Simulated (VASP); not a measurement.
# NbTe (Pm-3m) in VASP: further runs, part 2 of 2

VASP 6.6.1. The steps go on from the part before.

### Step 3. Vibrations by perturbation theory, PBEsol

File INCAR:

```
PREC     = Accurate       # precision mode
ENCUT    = 520            # plane-wave cutoff, eV
EDIFF    = 1E-8           # SCF threshold, eV
ISMEAR   = -1             # smearing method
SIGMA    = 0.05           # smearing width, eV
LREAL    = False          # projectors in reciprocal space
LASPH    = True           # aspherical terms in the spheres
NELM     = 80             # most SCF steps
ALGO     = Normal         # electronic algorithm
ISIF     = 2              # what is computed and relaxed
LWAVE    = False          # write WAVECAR
LCHARG   = False          # write CHGCAR
GGA      = PS             # functional
IBRION   = 8              # ionic algorithm
NSW      = 1              # ionic steps
```

File KPOINTS:

```
regular mesh
0
Gamma
  8 8 8
```

File POSCAR:

```
NbTe
1.0
    3.4257000000      0.0000000000      0.0000000000
    0.0000000000      3.4257000000      0.0000000000
    0.0000000000      0.0000000000      3.4257000000
Nb Te
1 1
Direct
    0.5000000000      0.5000000000      0.5000000000
    0.0000000000      0.0000000000      0.0000000000
```

Potentials or basis: VASP PAW PBE potentials, release 64 (Nb_sv, Te).

The run is started by

```console
cat potpaw_PBE.64/Nb_sv/POTCAR potpaw_PBE.64/Te/POTCAR > POTCAR
mpirun -np 1 vasp_std > vasp.out
```

OUTCAR:

```text
PREC = Accurate
   ENCUT = 520
   EDIFF = 1E-8
   ISMEAR = -1
   LREAL = False
   LASPH = True
   NELM = 80
   ISIF = 2
   GGA = PS
   IBRION = 8
   NSW = 1

 ion  position               nearest neighbor table
   1  0.500  0.500  0.500-   2 2.97   2 2.97   2 2.97   2 2.97   2 2.97   2 2.97   2 2.97   2 2.97

   2  0.000  0.000  0.000-   1 2.97   1 2.97   1 2.97   1 2.97   1 2.97   1 2.97   1 2.97   1 2.97

  LATTYP: Found a simple cubic cell.
 ALAT       =     3.4257000000

  Lattice vectors:

 A1 = (   3.4257000000,   0.0000000000,   0.0000000000)
 A2 = (   0.0000000000,   3.4257000000,   0.0000000000)
 A3 = (   0.0000000000,   0.0000000000,   3.4257000000)

Analysis of symmetry for initial positions (statically):
=====================================================================
 Subroutine PRICEL returns:
 Original cell was already a primitive cell.

 Routine SETGRP: Setting up the symmetry group for a
 simple cubic supercell.

 Subroutine GETGRP returns: Found 48 space group operations
 (whereof 48 operations were pure point group operations)
 out of a pool of 48 trial point group operations.

The static configuration has the point symmetry O_h .

Analysis of symmetry for dynamics (positions and initial velocities):
=====================================================================
 Subroutine PRICEL returns:
 Original cell was already a primitive cell.

 Routine SETGRP: Setting up the symmetry group for a
 simple cubic supercell.

 Subroutine GETGRP returns: Found 48 space group operations
 (whereof 48 operations were pure point group operations)
 out of a pool of 48 trial point group operations.

The dynamic configuration has the point symmetry O_h .

 Subroutine INISYM returns: Found 48 space group operations
 (whereof 48 operations are pure point group operations),
 and found     1 'primitive' translations

----------------------------------------------------------------------------------------

                                     Primitive cell

  volume of cell :      40.2020

  direct lattice vectors                    reciprocal lattice vectors
     3.425700000  0.000000000  0.000000000     0.291911142  0.000000000  0.000000000
     0.000000000  3.425700000  0.000000000     0.000000000  0.291911142  0.000000000
     0.000000000  0.000000000  3.425700000     0.000000000  0.000000000  0.291911142

  length of vectors
     3.425700000  3.425700000  3.425700000     0.291911142  0.291911142  0.291911142

  position of ions in fractional coordinates (direct lattice)
     0.500000000  0.500000000  0.500000000
     0.000000000  0.000000000  0.000000000

  ion indices of the primitive-cell ions
   primitive index   ion index
                 1           1
                 2           2

----------------------------------------------------------------------------------------

[... 496 lines left out ...]
      1     -43.2247      2.00000
      2     -19.4512      2.00000
      3     -19.4193      2.00000
      4     -19.2757      2.00000
      5      -0.0874      2.00000
      6       5.8425      2.00000
      7       6.5781      2.00000
      8      10.0385      2.00000
      9      10.1603      2.00000
     10      11.8043      1.88574
     11      12.0894      0.10451
     12      14.3271      0.00000
     13      15.2756      0.00000

 [... further k-points ...]

------------------------ aborting loop because EDIFF is reached ----------------------------------------

  FORCE on cell =-STRESS in cart. coord.  units (eV):
  Direction    XX          YY          ZZ          XY          YZ          ZX
  --------------------------------------------------------------------------------------
  -------------------------------------------------------------------------------------
  Total       -1.3048580     -1.3048580     -1.3048580     -0.0000000     -0.0000000     -0.0000000
  in kB      -52.0026936    -52.0026936    -52.0026936     -0.0000000     -0.0000000     -0.0000000
  external PRESSURE =     -52.0026936 kB  Pullay stress =       0.0000000 kB

 VOLUME and BASIS-vectors are now :
 -----------------------------------------------------------------------------
  energy-cutoff  :      520.00
  volume of cell :       40.20
      direct lattice vectors                 reciprocal lattice vectors
     3.425700000  0.000000000  0.000000000     0.291911142  0.000000000  0.000000000
     0.000000000  3.425700000  0.000000000     0.000000000  0.291911142  0.000000000
     0.000000000  0.000000000  3.425700000     0.000000000  0.000000000  0.291911142

 POSITION                                       TOTAL-FORCE (eV/Angst)
 -----------------------------------------------------------------------------------
      1.71285      1.71285      1.71285         0.000000      0.000000      0.000000
      0.00000      0.00000      0.00000         0.000000      0.000000      0.000000
 -----------------------------------------------------------------------------------
    total drift:                                0.000000      0.000000      0.000000

  FREE ENERGIE OF THE ION-ELECTRON SYSTEM (eV)
  ---------------------------------------------------
  free  energy   TOTEN  =       -14.7875199621 eV

  energy  without entropy=      -14.7663863205  energy(sigma->0) =      -14.77695314

[... ionic steps 2 to 3 ...]

--------------------------------------- Ionic step        4  -------------------------------------------

------------------------ aborting loop because EDIFF is reached ----------------------------------------

[... ionic steps 5 to 6 ...]

--------------------------------------- Ionic step        7  -------------------------------------------

 Free energy of the ion-electron system (eV)
  ---------------------------------------------------
  ---------------------------------------------------
  free energy    TOTEN  =        -0.04168366 eV

  energy without entropy =       -0.04168365

------------------------ aborting loop because EDIFF is reached ----------------------------------------

 INTERNAL STRAIN TENSOR  FOR ION    2  DIRECTION 1   (eV/Angst):
 -----------------------------------------------------------------------------
    -0.00460  0.00000  0.00000
     0.00000 -0.00405  0.00000
     0.00000  0.00000 -0.00405

 INTERNAL STRAIN TENSOR FOR ION    2 for displacements in x,y,z  (eV/Angst):
          X           Y           Z          XY          YZ          ZX
  --------------------------------------------------------------------------------
  x     0.00000     0.00000     0.00000     0.00000     0.00000     0.00000
  y     0.00000     0.00000     0.00000     0.00000     0.00000     0.00000
  z     0.00000     0.00000     0.00000     0.00000     0.00000     0.00000

 SECOND DERIVATIVES (NOT SYMMETRIZED)
 ------------------------------------
               1X          1Y          1Z          2X          2Y          2Z
  1X    -3.499510   -0.000000    0.000000    3.499510    0.000000   -0.000000
  1Y     0.000000   -3.499510   -0.000000   -0.000000    3.499510    0.000000
  1Z    -0.000000    0.000000   -3.499510    0.000000   -0.000000    3.499510
  2X     3.417340    0.000000   -0.000000   -3.417340   -0.000000    0.000000
  2Y     0.000000    3.417340   -0.000000   -0.000000   -3.417340    0.000000
  2Z    -0.000000   -0.000000    3.417340    0.000000    0.000000   -3.417340

 Eigenvectors and eigenvalues of the dynamical matrix
 ----------------------------------------------------

   1 f  =    3.968811 THz    24.936773 2PiTHz  132.385273 cm-1    16.413675 meV
             X         Y         Z           dx          dy          dz
      1.712850  1.712850  1.712850    -0.764483    0.000000   -0.000000
      0.000000  0.000000  0.000000     0.644643   -0.000000    0.000000
[... 21 lines left out ...]
   6 f/i=    0.023236 THz     0.145997 2PiTHz    0.775077 cm-1     0.096097 meV
             X         Y         Z           dx          dy          dz
      1.712850  1.712850  1.712850     0.000000    0.000000   -0.644643
      0.000000  0.000000  0.000000    -0.000000    0.000000   -0.764483

--------------------------------------------------------------------------------------------------------

 ELASTIC MODULI CONTR FROM IONIC RELAXATION (kBar)
 Direction    XX          YY          ZZ          XY          YZ          ZX
 --------------------------------------------------------------------------------
 XX           0.0000      0.0000      0.0000      0.0000      0.0000      0.0000
 YY           0.0000      0.0000      0.0000      0.0000      0.0000      0.0000
 ZZ           0.0000      0.0000      0.0000      0.0000      0.0000      0.0000
 XY           0.0000      0.0000      0.0000      0.0000      0.0000      0.0000
 YZ           0.0000      0.0000      0.0000      0.0000      0.0000      0.0000
 ZX           0.0000      0.0000      0.0000      0.0000      0.0000      0.0000
 --------------------------------------------------------------------------------
```

It took 3.6 min on 1 thread of AMD EPYC 7R43 (Zen 3), shared host; peak memory 0.22 GiB.

What came out:

- Highest phonon frequency at Γ, LO-TO splitting left out: 132 cm⁻¹

Phonon frequencies in cm⁻¹ (negative: imaginary):
```csv
q point,frequencies
"(0.000, 0.000, 0.000)",-1 -1 -1 132 132 132
```

Caveat: the cell wasn't relaxed at this level first, which shifts response properties; the PAW data sets were made with another functional, which shifts forces and pressure a little; spin-orbit coupling is left out, which moves the levels of the heavy elements.

### Step 4. Electric field gradients, PBE

File INCAR:

```
SYSTEM = NbTe
ALGO = Normal
EDIFF = 1E-8
ENCUT = 520
GGA = PE
ISIF = 2
ISMEAR = -1
LASPH = .TRUE.
LCHARG = .FALSE.
LEFG = .TRUE.
LREAL = .FALSE.
LWAVE = .FALSE.
NBANDS = 16
NELM = 100
PREC = Accurate
SIGMA = 0.05
```

File KPOINTS:

```
k-points
0
G
  8 8 8
  0 0 0
```

POSCAR is that of step 3.

Potentials or basis: VASP PAW PBE potentials, release 64 (Nb_sv, Te).

The run is started by

```console
cat potpaw_PBE.64/Nb_sv/POTCAR potpaw_PBE.64/Te/POTCAR > POTCAR
mpirun -np 1 vasp_std > vasp.out
```

OUTCAR:

```text
SYSTEM = NbTe
   EDIFF = 1E-8
   ENCUT = 520
   GGA = PE
   ISIF = 2
   ISMEAR = -1
   LASPH = .TRUE.
   LREAL = .FALSE.
   NELM = 100
   PREC = Accurate

 ion  position               nearest neighbor table
   1  0.500  0.500  0.500-   2 2.97   2 2.97   2 2.97   2 2.97   2 2.97   2 2.97   2 2.97   2 2.97

   2  0.000  0.000  0.000-   1 2.97   1 2.97   1 2.97   1 2.97   1 2.97   1 2.97   1 2.97   1 2.97

  LATTYP: Found a simple cubic cell.
 ALAT       =     3.4257000000

  Lattice vectors:

 A1 = (   3.4257000000,   0.0000000000,   0.0000000000)
 A2 = (   0.0000000000,   3.4257000000,   0.0000000000)
 A3 = (   0.0000000000,   0.0000000000,   3.4257000000)

Analysis of symmetry for initial positions (statically):
=====================================================================
 Subroutine PRICEL returns:
 Original cell was already a primitive cell.

 Routine SETGRP: Setting up the symmetry group for a
 simple cubic supercell.

 Subroutine GETGRP returns: Found 48 space group operations
 (whereof 48 operations were pure point group operations)
 out of a pool of 48 trial point group operations.

The static configuration has the point symmetry O_h .

Analysis of symmetry for dynamics (positions and initial velocities):
=====================================================================
 Subroutine PRICEL returns:
 Original cell was already a primitive cell.

 Routine SETGRP: Setting up the symmetry group for a
 simple cubic supercell.

 Subroutine GETGRP returns: Found 48 space group operations
 (whereof 48 operations were pure point group operations)
 out of a pool of 48 trial point group operations.

The dynamic configuration has the point symmetry O_h .

[... 159 lines left out ...]
      5      -2.3064      2.00000
      6       9.4095      2.00000
[... 433 lines left out ...]
      3     -19.3541      2.00000
      4     -19.2123      2.00000
      5       0.0693      2.00000
      6       5.9924      2.00000
[... 8 lines left out ...]
     15      19.5853      0.00000
     16      20.3473      0.00000

 [... further k-points ...]

------------------------ aborting loop because EDIFF is reached ----------------------------------------

  FORCE on cell =-STRESS in cart. coord.  units (eV):
  Direction    XX          YY          ZZ          XY          YZ          ZX
  --------------------------------------------------------------------------------------
  -------------------------------------------------------------------------------------
  Total       -0.0447399     -0.0447399     -0.0447399     -0.0000000      0.0000000     -0.0000000
  in kB       -1.7830257     -1.7830257     -1.7830257     -0.0000000      0.0000000     -0.0000000
  external PRESSURE =      -1.7830257 kB  Pullay stress =       0.0000000 kB

 VOLUME and BASIS-vectors are now :
 -----------------------------------------------------------------------------
  energy-cutoff  :      520.00
  volume of cell :       40.20
      direct lattice vectors                 reciprocal lattice vectors
     3.425700000  0.000000000  0.000000000     0.291911142  0.000000000  0.000000000
     0.000000000  3.425700000  0.000000000     0.000000000  0.291911142  0.000000000
     0.000000000  0.000000000  3.425700000     0.000000000  0.000000000  0.291911142

 POSITION                                       TOTAL-FORCE (eV/Angst)
 -----------------------------------------------------------------------------------
      1.71285      1.71285      1.71285         0.000000      0.000000      0.000000
      0.00000      0.00000      0.00000         0.000000      0.000000      0.000000
 -----------------------------------------------------------------------------------
    total drift:                                0.000000      0.000000      0.000000

  FREE ENERGIE OF THE ION-ELECTRON SYSTEM (eV)
  ---------------------------------------------------
  free  energy   TOTEN  =       -13.4962939798 eV

  energy  without entropy=      -13.4750856072  energy(sigma->0) =      -13.48568979

 Electric field gradients (V/A^2)
---------------------------------------------------------------------
 ion       V_xx      V_yy      V_zz      V_xy      V_xz      V_yz
---------------------------------------------------------------------
   1      -0.000    -0.000     0.000     0.000    -0.000     0.000
   2      -0.000    -0.000     0.000     0.000     0.000    -0.000
---------------------------------------------------------------------

 Electric field gradients after diagonalization (V/A^2)
 (convention: |V_zz| > |V_xx| > |V_yy|)
----------------------------------------------------------------------
 ion       V_xx      V_yy      V_zz     asymmetry (V_yy - V_xx)/ V_zz
----------------------------------------------------------------------
   1      -0.000    -0.000     0.000       0.015
   2      -0.000     0.000    -0.000      -1.003
----------------------------------------------------------------------

           NMR quadrupolar parameters

 Cq : quadrupolar parameter    Cq=e*Q*V_zz/h
 eta: asymmetry parameters     (V_yy - V_xx)/ V_zz
 Q  : nuclear electric quadrupole moment in mb (millibarn)
----------------------------------------------------------------------
 ion       Cq(MHz)       eta       Q (mb)
----------------------------------------------------------------------
   1       0.000       0.015       1.000
   2      -0.000      -1.003       1.000
----------------------------------------------------------------------
```

OSZICAR:

```text
N       E                     dE             d eps       ncg     rms          rms(c)
DAV:   1     0.151308970238E+03    0.15131E+03   -0.94527E+03  1120   0.108E+03
DAV:   2    -0.455222151752E+01   -0.15586E+03   -0.15117E+03  1472   0.374E+02
DAV:   3    -0.137364012537E+02   -0.91842E+01   -0.90616E+01  2072   0.682E+01
DAV:   4    -0.139443512185E+02   -0.20795E+00   -0.20578E+00  1312   0.923E+00
DAV:   5    -0.139520899706E+02   -0.77388E-02   -0.77365E-02  1832   0.182E+00    0.825E+00
DAV:   6    -0.135275676260E+02    0.42452E+00   -0.14463E+00  1624   0.103E+01    0.419E+00
DAV:   7    -0.135035289490E+02    0.24039E-01   -0.80073E-02  1336   0.194E+00    0.200E+00
DAV:   8    -0.134961744619E+02    0.73545E-02   -0.23906E-02  1576   0.117E+00    0.336E-01
DAV:   9    -0.134962668094E+02   -0.92347E-04   -0.19891E-03  1680   0.336E-01    0.245E-01
DAV:  10    -0.134963071697E+02   -0.40360E-04   -0.47609E-04  1496   0.219E-01    0.303E-02
DAV:  11    -0.134962943499E+02    0.12820E-04   -0.46301E-05  1544   0.716E-02    0.132E-02
DAV:  12    -0.134962935591E+02    0.79079E-06   -0.21203E-06  1528   0.160E-02    0.353E-03
DAV:  13    -0.134962941214E+02   -0.56228E-06   -0.28467E-07  1576   0.593E-03    0.145E-03
DAV:  14    -0.134962940518E+02    0.69582E-07   -0.11703E-08  1032   0.112E-03    0.567E-04
DAV:  15    -0.134962939827E+02    0.69096E-07   -0.10627E-09   728   0.406E-04    0.219E-04
DAV:  16    -0.134962939798E+02    0.29681E-08   -0.27140E-10   680   0.199E-04
   1 F= -.13496294E+02 E0= -.13485690E+02  d E =-.212084E-01
```

stdout:

```text
POSCAR found type information on POSCAR NbTe
 POSCAR found :  2 types and       2 ions
 scaLAPACK will be used
 LDA part: xc-table for (Slater+PW92), standard interpolation
 POSCAR, INCAR and KPOINTS ok, starting setup
 FFT: planning ... GRIDC
 FFT: planning ... GRID_SOFT
 FFT: planning ... GRID
 WAVECAR not read
 entering main loop
ion   1

ion   2
```

Wall time 29 s (1 thread of AMD EPYC 7R13 (Zen 3), shared host); peak memory 0.14 GiB.

What came out:

| Quantity | Value |
| --- | --- |
| Free energy | -13.4963 eV |
| Pressure | -0.2 GPa |

Levels at points of the mesh, in eV from the Fermi level:
```tsv
k point	band 6	band 7	band 8	band 9	band 10	band 11	band 12	band 13	band 14	band 15
(0.00, 0.00, 0.00)	-2.68	-2.68	-1.22	-1.22	-1.22	1.03	1.03	1.03	3.54	8.14
(0.50, 0.00, 0.00)	-7.84	-2.82	-2.82	-1.93	1.19	2.25	4.49	4.76	4.76	5.41
(0.50, 0.50, 0.00)	-5.56	-5.56	-2.63	-0.38	-0.38	0.59	1.18	2.47	4.02	8.32
(0.50, 0.50, 0.50)	-6.45	-6.45	-6.45	2.03	2.03	2.03	2.58	2.58	4.80	4.80
```

Caveat: without QUAD_EFG the Cq values of the log hold for a quadrupole moment of 1 mb, not for the nuclei; spin-orbit coupling is left out, which moves the levels of the heavy elements.
